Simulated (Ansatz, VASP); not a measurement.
**BeTe in VASP and in Ansatz**

Contents of INCAR:

```
AGGAC = 0.0
ALDAC = 0.0
ALGO = Normal
EDIFF = 1E-7
ENCUT = 520
GGA = PE
ISIF = 2
ISMEAR = -1
LASPH = T
LCHARG = F
LREAL = F
LWAVE = F
NBANDS = 11
NELM = 60
PREC = Accurate
SIGMA = 0.05
```

KPOINTS

```
k-points
0
Gamma
  8 8 8
```

The input POSCAR:

```
BeTe
1.0
    0.0000000000      2.7325629784      2.7325629784
    2.7325629784      0.0000000000      2.7325629784
    2.7325629784      2.7325629784      0.0000000000
Te Be
1 1
Direct
    0.7500000000      0.7500000000      0.7500000000
    0.0000000000      0.0000000000      0.0000000000
```

File input.yaml:

```yaml
crystal:
  lattice:
    - [0.0, 2.7325629784, 2.7325629784]
    - [2.7325629784, 0.0, 2.7325629784]
    - [2.7325629784, 2.7325629784, 0.0]
  atoms:
    - { symbol: Te, position: [0.75, 0.75, 0.75] }
    - { symbol: Be, position: [0.0, 0.0, 0.0] }
hamiltonian:
  xc: { exchange: pbe, correlation: none }
  pseudopotentials: { kind: paw }
kpoints:
  mp_grid: { grid: [8, 8, 8] }
scf:
  occupations: { method: fermi_dirac, width: 0.05 }
output:
  forces: true
  stress: true
  eigenvalues: true
  write_density: true
  write_potential: true
  elf: true
  volumetric_format: npy
```

Alike in both runs: task single point; functional PBE exchange alone; k mesh 8 × 8 × 8; occupations fermi-dirac, width 0.05 eV; no spin polarisation.

|  | VASP | Ansatz |
| --- | --- | --- |
| version | VASP 6.6.1 | Ansatz 0.2.0 |
| potentials or method | VASP PAW PBE potentials, release 64 (Te, Be) | Ansatz PAW |
| plane-wave cutoff (eV) | 520 | 420 |
| valence electrons in the cell | 8 | 18 |

```tsv
	VASP	Ansatz	Ansatz less VASP
gap on the k mesh at the Fermi level (eV)	2.01	2.02	+0.015
least direct gap on the mesh (eV)	3.61	3.62	+0.018
pressure (GPa)	16.6	16.3	-0.25
```

VASP's potentials were made for PBE, not for PBE exchange alone. VASP's potentials hold 8 valence electrons a cell and Ansatz's 18, so a difference there can come from the potentials and not from the codes.

Neither program's run includes spin-orbit coupling.
